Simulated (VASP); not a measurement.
# Co (C2/c) in VASP: a series of runs

Runs on Co. Level: revPBE. Tasks: single point.

All numbers are computed with VASP 6.6.1; they aren't measurements. Logs are shortened: lines on timing, memory, paths and dates and some standing lists are left out, and cuts for length are marked.

## 1. The cell of the first run

The typed cell holds 2 atoms: a = 2.510 Å, b = 2.510 Å, c = 4.775 Å, α = 105.23°, β = 105.23°, γ = 120.01°.

## 2. Single point, revPBE, collinear spin, ferromagnetic start

File INCAR:

```
PREC = Accurate ; ENCUT = 520
EDIFF = 1E-6 ; ISMEAR = -1
SIGMA = 0.05 ; LREAL = False
LASPH = True ; NELM = 150
ALGO = Normal ; ISIF = 2
LWAVE = False ; LCHARG = False
ISPIN = 2 ; MAGMOM = 1.7 1.7
LORBIT = 11 ; LMAXMIX = 4
GGA = RE ; ISYM = 0
NBANDS = 20
```

File KPOINTS:

```
Automatic mesh
0
Gamma
  15 15 10
```

File POSCAR:

```
Co
1.0
   -1.6869458960      1.3870403934      1.2367302519
    1.3870403934     -1.6869458960      1.2367302519
    3.1316984304      3.1316984304     -1.7860077291
Co
2
Direct
    0.9584519035      0.0415480965      1.0000000000
    0.7915480965      0.2084519035      0.5000000000
```

Potentials or basis: VASP PAW PBE potentials, release 64 (Co).

Command:

```sh
$ cat potpaw_PBE.64/Co/POTCAR > POTCAR
$ mpirun -np 1 vasp_std > vasp.out
```

OUTCAR:

```text
PREC = Accurate
   ENCUT = 520
   EDIFF = 1E-6
   ISMEAR = -1
   LREAL = False
   LASPH = True
   NELM = 150
   ISIF = 2
   ISPIN = 2
   LORBIT = 11
   GGA = RE
   ISYM = 0

 ion  position               nearest neighbor table
   1  0.958  0.042  0.000-   2 2.49   2 2.49   2 2.50   2 2.50   2 2.50   2 2.50
   2  0.792  0.208  0.500-   1 2.49   1 2.49   1 2.50   1 2.50   1 2.50   1 2.50

IMPORTANT INFORMATION: All symmetrisations will be switched off!
NOSYMM: (Re-)initialisation of all symmetry stuff for point group C_1.

----------------------------------------------------------------------------------------

                                     Primitive cell

  volume of cell :      22.1650

  direct lattice vectors                    reciprocal lattice vectors
    -1.686945896  1.387040393  1.236730252    -0.038807524  0.286502971  0.434324795
     1.387040393 -1.686945896  1.236730252     0.286502971 -0.038807524  0.434324795
     3.131698430  3.131698430 -1.786007729     0.171517988  0.171517988  0.041592892

  length of vectors
     2.509814580  2.509814580  4.775446966     0.521754736  0.521754736  0.246103249

  position of ions in fractional coordinates (direct lattice)
     0.958451903  0.041548097  1.000000000
     0.791548097  0.208451903  0.500000000

  ion indices of the primitive-cell ions
   primitive index   ion index
                 1           1
                 2           2

----------------------------------------------------------------------------------------

 KPOINTS: Automatic mesh

Automatic generation of k-mesh.
 Grid dimensions read from file:
 generate k-points for:   15   15   10

 Generating k-lattice:

  Cartesian coordinates                     Fractional coordinates (reciprocal lattice)
    -0.002587168  0.019100198  0.028954986     0.066666667 -0.000000000  0.000000000
     0.019100198 -0.002587168  0.028954986    -0.000000000  0.066666667  0.000000000
     0.017151799  0.017151799  0.004159289     0.000000000  0.000000000  0.100000000

  Length of vectors
     0.034783649  0.034783649  0.024610325

  Shift w.r.t. Gamma in fractional coordinates (k-lattice)
     0.000000000  0.000000000  0.000000000

 Subroutine IBZKPT returns following result:
 ===========================================

 Found   1126 irreducible k-points:

 Following reciprocal coordinates:
            Coordinates               Weight
  0.000000  0.000000  0.000000      1.000000
  0.066667 -0.000000 -0.000000      2.000000
  0.000000 -0.066667  0.000000      2.000000
  0.133333 -0.000000 -0.000000      2.000000
  0.000000 -0.133333  0.000000      2.000000
  0.200000 -0.000000 -0.000000      2.000000
[... 16 lines left out ...]
  0.333333  0.066667 -0.000000      2.000000
 -0.066667 -0.333333  0.000000      2.000000
 [... further k-points ...]
   k-points           NKPTS =   1126   k-points in BZ     NKDIM =   1126   number of bands    NBANDS=     20
   number of dos      NEDOS =    301   number of ions     NIONS =      2
   total plane-waves  NPLWV =  14400
   dimension x,y,z NGX =    20 NGY =   20 NGZ =   36
   dimension x,y,z NGXF=    40 NGYF=   40 NGZF=   72
   ions per type =               2
   NGX,Y,Z   is equivalent  to a cutoff of  13.25, 13.25, 12.53 a.u.
   NGXF,Y,Z  is equivalent  to a cutoff of  26.50, 26.50, 25.07 a.u.
 SYSTEM =  unknown system
   PREC   = accura    normal or accurate (medium, high low for compatibility)
   ISTART =      0    job   : 0-new  1-cont  2-samecut
   ICHARG =      2    charge: 1-file 2-atom 10-const
   ISPIN  =      2    spin polarized calculation?
   LNONCOLLINEAR =      F non collinear calculations
   LSORBIT =      F    spin-orbit coupling
   LASPH  =      T    aspherical Exc in radial PAW
   ENCUT  =  520.0 eV  38.22 Ry    6.18 a.u.   4.67  4.67  8.88*2*pi/ulx,y,z
   NELM   =    150;   NELMIN=  2; NELMDL= -5     # of ELM steps
   EDIFF  = 0.1E-05   stopping-criterion for ELM
   LREAL  =      F    real-space projection
   EDIFFG = 0.1E-04   stopping-criterion for IOM
   NSW    =      0    number of steps for IOM
   IBRION =     -1    ionic relax: 0-MD 1-quasi-New 2-CG
   NFREE  =      0    steps in history (QN), initial steepest desc. (CG)
   ISIF   =      2    stress and relaxation
   ISYM   =      0    0-nonsym 1-usesym 2-fastsym
   POTIM  = 0.5000    time-step for ionic-motion
   TEBEG  =    0.0;   TEEND  =   0.0 temperature during run
   PSTRESS=    0.0 pullay stress
   NELECT =      18.0000    total number of electrons
   NUPDOWN=      -1.0000    fix difference up-down
   EMIN   =  10.00;   EMAX   =-10.00  energy-range for DOS
   EFERMI =   0.00;   METHOD = LEGACY
   ISMEAR =    -1;   SIGMA  =   0.05  broadening in eV -4-tet -1-fermi 0-gaus
   EFERMI_NEDOS =   21; number of points for ismear=-14 and -15
   IALGO  =     38    algorithm
   IMIX   =      4    mixing-type and parameters
     AMIX     =   0.40;   BMIX     =  1.00
     AMIX_MAG =   1.60;   BMIX_MAG =  1.00
  volume/ion in A,a.u.               =      11.08        74.79
  Fermi-wavevector in a.u.,A,eV,Ry     =   1.527366  2.886304 31.740329  2.332848
  Thomas-Fermi vector in A             =   2.635272
   LORBIT       =     11    0 simple, 1 ext, 2 COOP (PROOUT), +10 PAW based schemes
   GGA     = RE    functional components
   LHFCALC =     F    Hartree Fock is set to
   AEXX    =    0.0000 exact exchange contribution
   IVDW    =     0    specifies the selected vdW correction
   LEPSILON=     F    determine dielectric tensor
   LRPA    =     F    only Hartree local field effects (RPA)
 spin polarized calculation
  energy-cutoff  :      520.00
  volume of cell :       22.16
 maximum number of plane-waves:       615
   NGX =  9   NGY =  9   NGZ = 17

 number of electron      18.0000003 magnetization       3.2628646

 Free energy of the ion-electron system (eV)
  ---------------------------------------------------
  ext. energy  EPLUGINS =         0.00000000
  ---------------------------------------------------
  free energy    TOTEN  =       -13.25810452 eV

  energy without entropy =      -13.24347475  energy(sigma->0) =      -13.25078963

 E-fermi :  10.0609     XC(G=0): -13.1983

 val. band max:       10.0605698387   @ k =   0.0000  -0.3333  -0.2000
 cond. band min:      10.0655380223   @ k =   0.0667  -0.0000   0.1000
 fundamental gap:      0.0049681836
 Fermi energy:        10.0609337942

 spin component 1

 k-point     1 :       0.0000    0.0000    0.0000
  band No.  band energies     occupation
      1       1.2995      1.00000
      2       5.0237      1.00000
      3       7.4486      1.00000
      4       7.4721      1.00000
      5       7.4742      1.00000
      6       7.7705      1.00000
[... 12 lines left out ...]
     19      35.6185      0.00000
     20      35.6191      0.00000

 k-point     2 :       0.0667   -0.0000   -0.0000
  band No.  band energies     occupation
      1       1.4970      1.00000
      2       5.1092      1.00000
      3       7.2922      1.00000
      4       7.5270      1.00000
      5       7.5783      1.00000
      6       7.7164      1.00000
[... 12 lines left out ...]
     19      37.3701      0.00000
     20      37.5127      0.00000

 k-point     3 :       0.0000   -0.0667    0.0000
  band No.  band energies     occupation
      1       1.4970      1.00000
      2       5.1092      1.00000
      3       7.2922      1.00000
      4       7.5270      1.00000
      5       7.5783      1.00000
      6       7.7164      1.00000
[... 12 lines left out ...]
     19      37.3701      0.00000
     20      37.5127      0.00000

 k-point     4 :       0.1333   -0.0000   -0.0000
  band No.  band energies     occupation
      1       2.0727      1.00000
      2       5.3493      1.00000
      3       7.1051      1.00000
      4       7.3652      1.00000
      5       7.5391      1.00000
      6       7.6534      1.00000
[... 12 lines left out ...]
     19      36.6411      0.00000
     20      37.8733      0.00000

 k-point     5 :       0.0000   -0.1333    0.0000
  band No.  band energies     occupation
      1       2.0727      1.00000
      2       5.3493      1.00000
      3       7.1051      1.00000
      4       7.3652      1.00000
      5       7.5391      1.00000
      6       7.6534      1.00000
[... 12 lines left out ...]
     19      36.6411      0.00000
     20      37.8733      0.00000
[... 353 lines left out ...]
      6       7.7752      1.00000
[... 12 lines left out ...]
     19      33.0592      0.00000
     20      35.0863      0.00000

 k-point    22 :      -0.0667   -0.2667    0.0000
  band No.  band energies     occupation
      1       4.6385      1.00000
      2       5.6991      1.00000
      3       6.2773      1.00000
      4       6.8257      1.00000
      5       7.3259      1.00000
      6       7.7752      1.00000
[... 12 lines left out ...]
     19      33.0592      0.00000
     20      35.0863      0.00000

 k-point    23 :       0.3333    0.0667   -0.0000
  band No.  band energies     occupation
      1       5.0930      1.00000
      2       5.4727      1.00000
      3       6.3303      1.00000
      4       6.6394      1.00000
      5       7.7354      1.00000
      6       8.0244      1.00000
[... 12 lines left out ...]
     19      32.8293      0.00000
     20      33.9592      0.00000

 k-point    24 :      -0.0667   -0.3333    0.0000
  band No.  band energies     occupation
      1       5.0930      1.00000
      2       5.4727      1.00000
      3       6.3303      1.00000
      4       6.6394      1.00000
      5       7.7354      1.00000
      6       8.0244      1.00000
[... 12 lines left out ...]
     19      32.8293      0.00000
     20      33.9592      0.00000

 [... further k-points ...]

 spin component 2

 k-point     1 :       0.0000    0.0000    0.0000
  band No.  band energies     occupation
      1       1.2474      1.00000
      2       5.9772      1.00000
      3       9.1247      1.00000
      4       9.1604      1.00000
      5       9.1626      1.00000
      6       9.5142      0.99998
[... 12 lines left out ...]
     19      35.8655      0.00000
     20      35.8660      0.00000

 k-point     2 :       0.0667   -0.0000   -0.0000
  band No.  band energies     occupation
      1       1.4454      1.00000
      2       6.0511      1.00000
      3       8.9407      1.00000
      4       9.2228      1.00000
      5       9.2746      1.00000
      6       9.2899      1.00000
[... 12 lines left out ...]
     19      37.4825      0.00000
     20      37.6223      0.00000

 k-point     3 :       0.0000   -0.0667    0.0000
  band No.  band energies     occupation
      1       1.4454      1.00000
      2       6.0511      1.00000
      3       8.9407      1.00000
      4       9.2228      1.00000
      5       9.2746      1.00000
      6       9.2899      1.00000
[... 12 lines left out ...]
     19      37.4825      0.00000
     20      37.6223      0.00000

 k-point     4 :       0.1333   -0.0000   -0.0000
  band No.  band energies     occupation
      1       2.0260      1.00000
      2       6.2549      1.00000
      3       8.4979      1.00000
      4       8.7031      1.00000
      5       9.2315      1.00000
      6       9.3722      1.00000
[... 12 lines left out ...]
     19      36.6811      0.00000
     20      38.0330      0.00000

 k-point     5 :       0.0000   -0.1333    0.0000
  band No.  band energies     occupation
      1       2.0260      1.00000
      2       6.2549      1.00000
      3       8.4979      1.00000
      4       8.7031      1.00000
      5       9.2315      1.00000
      6       9.3722      1.00000
[... 12 lines left out ...]
     19      36.6811      0.00000
     20      38.0330      0.00000
[... 353 lines left out ...]
      6       9.2354      1.00000
[... 12 lines left out ...]
     19      33.2303      0.00000
     20      35.1876      0.00000

 k-point    22 :      -0.0667   -0.2667    0.0000
  band No.  band energies     occupation
      1       4.8883      1.00000
      2       6.4759      1.00000
      3       7.6405      1.00000
      4       8.2347      1.00000
      5       8.7657      1.00000
      6       9.2354      1.00000
[... 12 lines left out ...]
     19      33.2303      0.00000
     20      35.1876      0.00000

 k-point    23 :       0.3333    0.0667   -0.0000
  band No.  band energies     occupation
      1       5.7904      1.00000
      2       6.3749      1.00000
      3       7.7002      1.00000
      4       8.0557      1.00000
      5       9.0985      1.00000
      6       9.4582      0.99999
[... 12 lines left out ...]
     19      33.0197      0.00000
     20      34.0630      0.00000

 k-point    24 :      -0.0667   -0.3333    0.0000
  band No.  band energies     occupation
      1       5.7904      1.00000
      2       6.3749      1.00000
      3       7.7002      1.00000
      4       8.0557      1.00000
      5       9.0985      1.00000
      6       9.4582      0.99999
[... 12 lines left out ...]
     19      33.0197      0.00000
     20      34.0630      0.00000

 [... further k-points ...]

------------------------ aborting loop because EDIFF is reached ----------------------------------------

  FORCE on cell =-STRESS in cart. coord.  units (eV):
  Direction    XX          YY          ZZ          XY          YZ          ZX
  --------------------------------------------------------------------------------------
  -------------------------------------------------------------------------------------
  Total       -0.0741607     -0.0741601     -0.0638530     -0.0118054     -0.0055950     -0.0055955
  in kB       -5.3606453     -5.3606022     -4.6155596     -0.8533457     -0.4044317     -0.4044686
  external PRESSURE =      -5.1122690 kB  Pullay stress =       0.0000000 kB

 VOLUME and BASIS-vectors are now :
 -----------------------------------------------------------------------------
  energy-cutoff  :      520.00
  volume of cell :       22.16
      direct lattice vectors                 reciprocal lattice vectors
    -1.686945896  1.387040393  1.236730252    -0.038807524  0.286502971  0.434324795
     1.387040393 -1.686945896  1.236730252     0.286502971 -0.038807524  0.434324795
     3.131698430  3.131698430 -1.786007729     0.171517988  0.171517988  0.041592892

 POSITION                                       TOTAL-FORCE (eV/Angst)
 -----------------------------------------------------------------------------------
     -1.55923      1.25932      1.23673         0.000443     -0.000444     -0.000000
      0.51968      2.31211      0.34373        -0.000443      0.000444      0.000000
 -----------------------------------------------------------------------------------
    total drift:                                0.000001      0.000000      0.000001

  FREE ENERGIE OF THE ION-ELECTRON SYSTEM (eV)
  ---------------------------------------------------
  free  energy   TOTEN  =       -13.2581045200 eV

  energy  without entropy=      -13.2434747479  energy(sigma->0) =      -13.25078963

 total charge

# of ion       s       p       d       tot
------------------------------------------
    1        0.481   0.504   7.247   8.233
    2        0.481   0.504   7.247   8.233
--------------------------------------------------
tot          0.963   1.009  14.494  16.466

 magnetization (x)

# of ion       s       p       d       tot
------------------------------------------
    1       -0.015  -0.057   1.732   1.659
    2       -0.015  -0.057   1.732   1.659
--------------------------------------------------
tot         -0.031  -0.115   3.464   3.318
```

Run time: 21 min. Hardware: 1 thread of Oxide Virtual Turin-like, shared host; peak memory 0.68 GiB.

What came out:

```
Free energy                                           : -13.2581 eV
Pressure                                              : -0.5 GPa
Net moment                                            : 3.26 μB per cell
Site moments                                          : Co +1.66 μB
Valence electrons inside the program's atomic spheres : Co 8.23
```

Caveat: the PAW data sets were made with another functional, which shifts forces and pressure a little.

## 3. Single point, revPBE, collinear spin, ferromagnetic start (11.53 Å³/atom)

This run uses another cell than the first one, of 11.53 Å³/atom.

File INCAR:

```
ALGO = Normal
EDIFF = 1E-6
ENCUT = 520
GGA = RE
ISIF = 2
ISMEAR = -1
ISPIN = 2
LASPH = True
LCHARG = False
LMAXMIX = 4
LORBIT = 11
LREAL = False
LWAVE = False
MAGMOM = 1.713 1.713
NBANDS = 20
NELM = 150
PREC = Accurate
SIGMA = 0.05
```

File KPOINTS:

```
k-points
0
Gamma
  18 18 9
```

File POSCAR:

```
Co
1.0
   -1.7091450982      1.4052930181      1.2530048847
    1.4052930181     -1.7091450982      1.2530048847
    3.1729097147      3.1729097147     -1.8095105260
Co
2
Direct
    0.9584519035      0.0415480965      1.0000000000
    0.7915480965      0.2084519035      0.5000000000
```

Potentials or basis: VASP PAW PBE potentials, release 64 (Co).

Command:

```sh
$ cat potpaw_PBE.64/Co/POTCAR > POTCAR
$ mpirun -np 1 vasp_std > vasp.out
```

Wall time 12 min (1 thread of Oxide Virtual Turin-like, shared host); peak memory 0.51 GiB.

It converged, with:

```
Free energy                                           : -13.2307 eV
Pressure                                              : -7.9 GPa
Largest force                                         : 0.006 eV/Å
Net moment                                            : 3.26 μB per cell
Site moments                                          : Co +1.67 μB
Valence electrons inside the program's atomic spheres : Co 8.16
```

Forces on the atoms (eV/Å):
```
Co   0.004 -0.004  0.000
Co  -0.004  0.004  0.000
```

Stress tensor (GPa, compression positive):
```
-7.91 -0.10 -0.03
-0.10 -7.91 -0.03
-0.03 -0.03 -7.87
```

Levels at points of the mesh, in eV from the Fermi level:
Spin up:
| k point | band 9 | band 10 | band 11 | band 12 | band 13 | band 14 |
| --- | --- | --- | --- | --- | --- | --- |
| (0.00, 0.00, 0.00) | -1.95 | -0.96 | -0.96 | -0.04 | 5.82 | 21.46 |
| (0.50, 0.00, 0.00) | -0.76 | -0.76 | 1.51 | 1.52 | 6.72 | 6.73 |
| (0.50, 0.50, 0.00) | -0.77 | -0.70 | 1.13 | 3.01 | 9.23 | 9.82 |
Spin down:
```tsv
k point	band 5	band 6	band 7	band 8	band 9	band 10
(0.00, 0.00, 0.00)	-0.85	-0.52	-0.52	-0.19	-0.12	-0.12
(0.50, 0.00, 0.00)	-0.02	-0.02	0.22	0.22	1.19	1.19
(0.50, 0.50, 0.00)	-0.99	-0.93	-0.56	1.10	1.22	1.25
```

Caveat: the cell stands under tension; the PAW data sets were made with another functional, which shifts forces and pressure a little.
